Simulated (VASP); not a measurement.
Here is a VASP 6.6.1 calculation.

INCAR

```
PREC = Accurate ; ENCUT = 520
EDIFF = 1E-6 ; ISMEAR = -1
SIGMA = 0.0115 ; LREAL = F
LASPH = T ; NELM = 100
ALGO = Normal ; ISIF = 2
LWAVE = F ; LCHARG = F
GGA = PS ; NBANDS = 30
```

The input KPOINTS:

```
regular mesh
0
Gamma
  8 8 4
```

The input POSCAR:

```
CaCu2S2
1.0
    3.9284302700      0.0000000000      0.0000000000
   -1.9642151300      3.4021203200      0.0000000000
    0.0000000000      0.0000000000      6.5038453400
Cu Ca S
2 1 2
Direct
    0.3333000000      0.6667000000      0.3764900000
    0.6667000000      0.3333000000      0.6235100000
    0.0000000000      0.0000000000      0.0000000000
    0.3333000000      0.6667000000      0.7463000000
    0.6667000000      0.3333000000      0.2537000000
```

Potentials or basis: VASP PAW PBE potentials, release 64 (Cu, Ca_sv, S).

Run with:

```console
$ cat potpaw_PBE.64/Cu/POTCAR potpaw_PBE.64/Ca_sv/POTCAR potpaw_PBE.64/S/POTCAR > POTCAR
$ mpirun -np 1 vasp_std > vasp.out
```

Problem. Estimate the band gap on the k mesh.

Solution. 1.04 eV, direct.

Problem. What does it give for the largest force?

Solution. 0.436 eV/Å.

Stress tensor (GPa, compression positive):
```
-4.02  0.00  0.00
 0.00 -4.01  0.00
 0.00  0.00 -3.82
```

Caveat: the PAW data sets were made with another functional, which shifts forces and pressure a little.
